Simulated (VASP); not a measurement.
The system is Fe.

```
Fe
1.0
    -1.36502    1.36502    1.36502
     1.36502   -1.36502    1.36502
     1.36502    1.36502   -1.36502
Fe
1
Direct
  0.00000 0.00000 0.00000
```

Base run:

- Program: VASP 6.6.1
- Functional: r2SCAN
- Potentials or basis: VASP PAW PBE potentials, release 64 (Fe)
- Cutoff: 660 eV
- k mesh: 16 × 16 × 16
- Occupations: fermi-dirac, width 0.6 eV
- Spin: no spin polarisation

Its results: band gap on the k mesh zero (band 4 reaches 8.15 eV, above the bottom of band 5 at 6.01 eV); pressure 16.7 GPa.

The run is repeated on the same cell with these changes: occupations from fermi-dirac, width 0.6 eV to fermi-dirac, width 0.1 eV. What comes out?

Band gap on the k mesh zero (band 4 reaches 7.98 eV, above the bottom of band 5 at 5.86 eV); pressure 0.6 GPa.

Caveats: the PAW data sets were made with another functional, which shifts forces and pressure a little; the run has no spin polarisation, though such a crystal can be magnetic.
